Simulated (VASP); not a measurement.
# Hf in VASP: single point with PBEsol

Aim: the single point of Hf with PBEsol.

Program: VASP 6.6.1. These are calculated values, not measurements. Logs are shortened: lines on timing, memory, paths and dates and some standing lists are left out, and cuts for length are marked.

### 1 The cell of the first run

The cell holds a slab with vacuum, 4 atoms: a = 3.159 Å, b = 4.999 Å, c = 19.648 Å, α = 90.00°, β = 90.00°, γ = 90.00°.

### 2 Single point, PBEsol

Contents of POSCAR:

```
Hf
1.0
    3.1589152031      0.0000000000      0.0000000000
    0.0000000000      4.9985932680      0.0000000000
    0.0000000000      0.0000000000     19.6476000000
Hf
4
Direct
    0.0000000000      0.7500000000      0.4071743853
    0.5000000000      0.2500000000      0.4535871930
    0.5000000000      0.7500000000      0.5464128070
    0.0000000000      0.2500000000      0.5928256147
```

Contents of INCAR.step1:

```
  ALGO = Normal
  DIPOL = 0.5 0.5 0.500
  EDIFF = 1E-6
  ENCUT = 520
  GGA = PS
  IDIPOL = 3
  ISIF = 2
  ISMEAR = -1
  LASPH = T
  LCHARG = T
  LDIPOL = T
  LMAXMIX = 4
  LREAL = F
  LWAVE = F
  NBANDS = 28
  NELM = 60
  PREC = Accurate
  SIGMA = 0.05
```

Contents of KPOINTS.step1:

```
k-points
0
Gamma
  10 7 1
```

Contents of INCAR.step2:

```
  ALGO = Normal
  DIPOL = 0.5 0.5 0.500
  EDIFF = 1E-6
  ENCUT = 520
  GGA = PS
  ICHARG = 11
  IDIPOL = 3
  ISIF = 2
  ISMEAR = -5
  LASPH = T
  LCHARG = F
  LDIPOL = T
  LMAXMIX = 4
  LORBIT = 11
  LREAL = F
  LWAVE = F
  NEDOS = 2001
  NELM = 60
  PREC = Accurate
  SIGMA = 0.05
```

Contents of KPOINTS.step2:

```
k-points
0
Gamma
  15 11 1
```

Potentials or basis: VASP PAW PBE potentials, release 64 (Hf_pv).

On the command line:

```sh
> cat potpaw_PBE.64/Hf_pv/POTCAR > POTCAR
> cp INCAR.step1 INCAR
> cp KPOINTS.step1 KPOINTS
> mpirun -np 1 vasp_std > vasp.out
> cp INCAR.step2 INCAR
> cp KPOINTS.step2 KPOINTS
> mpirun -np 1 vasp_std > vasp.out
```

OUTCAR:

```text
EDIFF = 1E-6
   ENCUT = 520
   GGA = PS
   ICHARG = 11
   ISIF = 2
   ISMEAR = -5
   LASPH = T
   LORBIT = 11
   LREAL = F
   NELM = 60
   PREC = Accurate

 ion  position               nearest neighbor table
   1  0.000  0.750  0.407-   2 3.09   2 3.09   2 3.09   2 3.09   3 3.16   3 3.16
   2  0.500  0.250  0.454-   3 3.09   3 3.09   1 3.09   1 3.09   1 3.09   1 3.09   4 3.16   4 3.16

   3  0.500  0.750  0.546-   2 3.09   2 3.09   4 3.09   4 3.09   4 3.09   4 3.09   1 3.16   1 3.16

   4  0.000  0.250  0.593-   3 3.09   3 3.09   3 3.09   3 3.09   2 3.16   2 3.16

  LATTYP: Found a simple orthorhombic cell.
 ALAT       =     3.1589152031
 B/A-ratio  =     1.5823765269
 C/A-ratio  =     6.2197301088

  Lattice vectors:

 A1 = (   3.1589152031,   0.0000000000,   0.0000000000)
 A2 = (   0.0000000000,   4.9985932680,   0.0000000000)
 A3 = (   0.0000000000,   0.0000000000,  19.6476000000)

Analysis of symmetry for initial positions (statically):
=====================================================================
 Subroutine PRICEL returns:
 Original cell was already a primitive cell.

 Routine SETGRP: Setting up the symmetry group for a
 simple orthorhombic supercell.

 Subroutine GETGRP returns: Found  8 space group operations
 (whereof  4 operations were pure point group operations)
 out of a pool of  8 trial point group operations.

The static configuration has the point symmetry C_2h.
 The point group associated with its full space group is D_2h.

Analysis of symmetry for dynamics (positions and initial velocities):
=====================================================================
 Subroutine PRICEL returns:
 Original cell was already a primitive cell.

 Routine SETGRP: Setting up the symmetry group for a
 simple orthorhombic supercell.

 Subroutine GETGRP returns: Found  8 space group operations
 (whereof  4 operations were pure point group operations)
 out of a pool of  8 trial point group operations.

The dynamic configuration has the point symmetry C_2h.
 The point group associated with its full space group is D_2h.

 Subroutine INISYM returns: Found  8 space group operations
 (whereof  4 operations are pure point group operations),
 and found     1 'primitive' translations

----------------------------------------------------------------------------------------

                                     Primitive cell

  volume of cell :     310.2382

  direct lattice vectors                    reciprocal lattice vectors
     3.158915203  0.000000000  0.000000000     0.316564370  0.000000000  0.000000000
     0.000000000  4.998593268  0.000000000     0.000000000  0.200056285  0.000000000
     0.000000000  0.000000000 19.647600000     0.000000000  0.000000000  0.050896802

  length of vectors
     3.158915203  4.998593268 19.647600000     0.316564370  0.200056285  0.050896802

  position of ions in fractional coordinates (direct lattice)
     0.000000000  0.750000000  0.407174385
     0.500000000  0.250000000  0.453587193
     0.500000000  0.750000000  0.546412807
     0.000000000  0.250000000  0.592825615

  ion indices of the primitive-cell ions
   primitive index   ion index
                 1           1
                 2           2
                 3           3
                 4           4

----------------------------------------------------------------------------------------

 KPOINTS: k-points

Automatic generation of k-mesh.
 Grid dimensions read from file:
 generate k-points for:   15   11    1

 Generating k-lattice:

  Cartesian coordinates                     Fractional coordinates (reciprocal lattice)
     0.021104291  0.000000000  0.000000000     0.066666667  0.000000000  0.000000000
     0.000000000  0.018186935  0.000000000     0.000000000  0.090909091  0.000000000
     0.000000000  0.000000000  0.050896802     0.000000000  0.000000000  1.000000000

  Length of vectors
     0.021104291  0.018186935  0.050896802

  Shift w.r.t. Gamma in fractional coordinates (k-lattice)
     0.000000000  0.000000000  0.000000000

 TETIRR: Found    457 inequivalent tetrahedra from      990

 Subroutine IBZKPT returns following result:
 ===========================================

 Found     48 irreducible k-points:

 Following reciprocal coordinates:
            Coordinates               Weight
  0.000000  0.000000  0.000000      1.000000
  0.066667  0.000000  0.000000      2.000000
  0.133333  0.000000  0.000000      2.000000
  0.200000  0.000000  0.000000      2.000000
  0.266667  0.000000  0.000000      2.000000
  0.333333  0.000000  0.000000      2.000000
[... 16 lines left out ...]
  0.400000  0.181818  0.000000      4.000000
  0.466667  0.181818  0.000000      4.000000
 [... further k-points ...]
   k-points           NKPTS =     48   k-points in BZ     NKDIM =     48   number of bands    NBANDS=     24
   number of dos      NEDOS =   2001   number of ions     NIONS =      4
   total plane-waves  NPLWV = 144000
   dimension x,y,z NGX =    24 NGY =   40 NGZ =  150
   dimension x,y,z NGXF=    48 NGYF=   80 NGZF=  300
   ions per type =               4
   NGX,Y,Z   is equivalent  to a cutoff of  12.63, 13.30, 12.69 a.u.
   NGXF,Y,Z  is equivalent  to a cutoff of  25.26, 26.61, 25.38 a.u.
 SYSTEM =  unknown system
   PREC   = accura    normal or accurate (medium, high low for compatibility)
   ISTART =      0    job   : 0-new  1-cont  2-samecut
   ICHARG =     11    charge: 1-file 2-atom 10-const
   ISPIN  =      1    spin polarized calculation?
   LNONCOLLINEAR =      F non collinear calculations
   LSORBIT =      F    spin-orbit coupling
   LASPH  =      T    aspherical Exc in radial PAW
   ENCUT  =  520.0 eV  38.22 Ry    6.18 a.u.   5.87  9.29 36.53*2*pi/ulx,y,z
   NELM   =     60;   NELMIN=  2; NELMDL=  0     # of ELM steps
   EDIFF  = 0.1E-05   stopping-criterion for ELM
   LREAL  =      F    real-space projection
   EDIFFG = 0.1E-04   stopping-criterion for IOM
   NSW    =      0    number of steps for IOM
   IBRION =     -1    ionic relax: 0-MD 1-quasi-New 2-CG
   NFREE  =      0    steps in history (QN), initial steepest desc. (CG)
   ISIF   =      2    stress and relaxation
   ISYM   =      2    0-nonsym 1-usesym 2-fastsym
   POTIM  = 0.5000    time-step for ionic-motion
   TEBEG  =    0.0;   TEEND  =   0.0 temperature during run
   PSTRESS=    0.0 pullay stress
   NELECT =      40.0000    total number of electrons
   NUPDOWN=      -1.0000    fix difference up-down
   EMIN   =  10.00;   EMAX   =-10.00  energy-range for DOS
   EFERMI =   0.00;   METHOD = LEGACY
   ISMEAR =    -5;   SIGMA  =   0.05  broadening in eV -4-tet -1-fermi 0-gaus
   EFERMI_NEDOS =   21; number of points for ismear=-14 and -15
   IALGO  =     38    algorithm
   IMIX   =      4    mixing-type and parameters
     AMIX     =   0.40;   BMIX     =  1.00
     AMIX_MAG =   1.60;   BMIX_MAG =  1.00
  volume/ion in A,a.u.               =      77.56       523.40
  Fermi-wavevector in a.u.,A,eV,Ry     =   0.827046  1.562891  9.306457  0.684005
  Thomas-Fermi vector in A             =   1.939183
   LORBIT       =     11    0 simple, 1 ext, 2 COOP (PROOUT), +10 PAW based schemes
   GGA     = PS    functional components
   LHFCALC =     F    Hartree Fock is set to
   AEXX    =    0.0000 exact exchange contribution
   IVDW    =     0    specifies the selected vdW correction
   LEPSILON=     F    determine dielectric tensor
   LRPA    =     F    only Hartree local field effects (RPA)
 non-spin polarized calculation
 Fermi weights with tetrahedron method with Bloechl corrections
  energy-cutoff  :      520.00
  volume of cell :      310.24
 maximum number of plane-waves:      8421
 NGX is ok and might be reduce to    24

 number of electron      39.9999989 magnetization

 dipolmoment           0.000000      0.000000      0.000000 electrons x Angstroem

 Free energy of the ion-electron system (eV)
  ---------------------------------------------------
  ext. energy  EPLUGINS =         0.00000000
  ---------------------------------------------------
  free energy    TOTEN  =       -37.81738922 eV

  energy without entropy =      -37.81738922  energy(sigma->0) =      -37.81738922

 E-fermi :  -1.2465     XC(G=0):  -4.3191

 val. band max:       -1.2361930835   @ k =   0.4667   0.3636   0.0000
 cond. band min:      -1.2791663349   @ k =   0.2667   0.1818   0.0000
 fundamental gap:     -0.0429732514
 Fermi energy:        -1.2465493684

 k-point     1 :       0.0000    0.0000    0.0000
  band No.  band energies     occupation
      1     -32.5497      2.00000
      2     -32.5332      2.00000
      3     -32.4977      2.00000
      4     -32.3952      2.00000
      5     -32.0189      2.00000
      6     -31.9864      2.00000
[... 16 lines left out ...]
     23      -0.1829      0.00000
     24       0.0508      0.00000

 k-point     2 :       0.0667    0.0000    0.0000
  band No.  band energies     occupation
      1     -32.5480      2.00000
      2     -32.5304      2.00000
      3     -32.4893      2.00000
      4     -32.3890      2.00000
      5     -32.0364      2.00000
      6     -32.0096      2.00000
[... 16 lines left out ...]
     23      -0.2532      0.00000
     24       0.0157      0.00000

 k-point     3 :       0.1333    0.0000    0.0000
  band No.  band energies     occupation
      1     -32.5434      2.00000
      2     -32.5222      2.00000
      3     -32.4648      2.00000
      4     -32.3713      2.00000
      5     -32.0851      2.00000
      6     -32.0719      2.00000
[... 16 lines left out ...]
     23      -0.4038      0.00000
     24      -0.2542      0.00000

 k-point     4 :       0.2000    0.0000    0.0000
  band No.  band energies     occupation
      1     -32.5378      2.00000
      2     -32.5102      2.00000
      3     -32.4263      2.00000
      4     -32.3443      2.00000
      5     -32.1583      2.00000
      6     -32.1558      2.00000
[... 16 lines left out ...]
     23      -0.6926      0.00000
     24      -0.5052      0.00000

 k-point     5 :       0.2667    0.0000    0.0000
  band No.  band energies     occupation
      1     -32.5339      2.00000
      2     -32.4962      2.00000
      3     -32.3776      2.00000
      4     -32.3118      2.00000
      5     -32.2526      2.00000
      6     -32.2357      2.00000
[... 16 lines left out ...]
     23      -0.6896      0.00000
     24      -0.5424      0.00000

 k-point     6 :       0.3333    0.0000    0.0000
  band No.  band energies     occupation
      1     -32.5334      2.00000
      2     -32.4828      2.00000
      3     -32.3396      2.00000
      4     -32.3241      2.00000
      5     -32.3111      2.00000
      6     -32.2789      2.00000
[... 16 lines left out ...]
     23      -0.7112      0.00000
     24      -0.5559      0.00000
[... 379 lines left out ...]
 k-point    21 :       0.2667    0.1818    0.0000
  band No.  band energies     occupation
      1     -32.5326      2.00000
      2     -32.5075      2.00000
      3     -32.3669      2.00000
      4     -32.3378      2.00000
      5     -32.2579      2.00000
      6     -32.2282      2.00000
[... 16 lines left out ...]
     23      -0.8030      0.00000
     24      -0.3842      0.00000

 k-point    22 :       0.3333    0.1818    0.0000
  band No.  band energies     occupation
      1     -32.5296      2.00000
      2     -32.4919      2.00000
      3     -32.3767      2.00000
      4     -32.3519      2.00000
      5     -32.3062      2.00000
      6     -32.2758      2.00000
[... 16 lines left out ...]
     23      -0.9172      0.00000
     24      -0.5413      0.00000

 k-point    23 :       0.4000    0.1818    0.0000
  band No.  band energies     occupation
      1     -32.5316      2.00000
      2     -32.4802      2.00000
      3     -32.4308      2.00000
      4     -32.3956      2.00000
      5     -32.2973      2.00000
      6     -32.2794      2.00000
[... 16 lines left out ...]
     23      -0.6582      0.00000
     24      -0.5516      0.00000

 k-point    24 :       0.4667    0.1818    0.0000
  band No.  band energies     occupation
      1     -32.5345      2.00000
      2     -32.4757      2.00000
      3     -32.4626      2.00000
      4     -32.4254      2.00000
      5     -32.2896      2.00000
      6     -32.2755      2.00000
[... 16 lines left out ...]
     23      -0.5454      0.00000
     24      -0.3941      0.00000

 [... further k-points ...]

------------------------ aborting loop because EDIFF is reached ----------------------------------------

 vacuum level on the upper side and lower side of the slab       (xc-potential included)        -0.129        -0.129

  FORCE on cell =-STRESS in cart. coord.  units (eV):
  Direction    XX          YY          ZZ          XY          YZ          ZX
  --------------------------------------------------------------------------------------
  -------------------------------------------------------------------------------------
  Total       -6.6070225     -4.4881074     -2.8764410      0.0000000      0.0000000      0.0000000
  in kB      -34.1209483    -23.1781382    -14.8549359      0.0000000      0.0000000      0.0000000
  external PRESSURE =     -24.0513408 kB  Pullay stress =       0.0000000 kB

 VOLUME and BASIS-vectors are now :
 -----------------------------------------------------------------------------
  energy-cutoff  :      520.00
  volume of cell :      310.24
      direct lattice vectors                 reciprocal lattice vectors
     3.158915203  0.000000000  0.000000000     0.316564370  0.000000000  0.000000000
     0.000000000  4.998593268  0.000000000     0.000000000  0.200056285  0.000000000
     0.000000000  0.000000000 19.647600000     0.000000000  0.000000000  0.050896802

 POSITION                                       TOTAL-FORCE (eV/Angst)
 -----------------------------------------------------------------------------------
      0.00000      3.74894      8.00000         0.000000      0.000000      0.713744
      1.57946      1.24965      8.91190         0.000000      0.000000      0.424265
      1.57946      3.74894     10.73570         0.000000     -0.000000     -0.424265
      0.00000      1.24965     11.64760         0.000000      0.000000     -0.713744
 -----------------------------------------------------------------------------------
    total drift:                                0.000000     -0.000000      0.000000

  FREE ENERGIE OF THE ION-ELECTRON SYSTEM (eV)
  ---------------------------------------------------
  free  energy   TOTEN  =       -37.8173892150 eV

  energy  without entropy=      -37.8173892150  energy(sigma->0) =      -37.81738922

 vacuum level on the upper side and lower side of the slab         2.505         2.505

 total charge

# of ion       s       p       d       tot
------------------------------------------
    1        0.424   6.216   1.515   8.156
    2        0.401   6.340   1.577   8.318
    3        0.401   6.340   1.577   8.318
    4        0.424   6.216   1.515   8.156
--------------------------------------------------
tot          1.650  25.114   6.184  32.947
```

Wall time 6.3 min (1 thread of AMD EPYC 9R45 (Zen 5), shared host); peak memory 0.48 GiB.

Results:

```
Valence electrons inside the program's atomic spheres : Hf 8.16, 8.32 (each value once)
```

Levels at points of the mesh, in eV from the Fermi level:
```tsv
k point	band 18	band 19	band 20	band 21	band 22	band 23
(0.00, 0.00, 0.00)	-0.62	-0.36	0.37	0.37	1.03	1.06
```

Caveat: the PAW data sets were made with another functional, which shifts forces and pressure a little; spin-orbit coupling is left out, which moves the levels of the heavy elements.
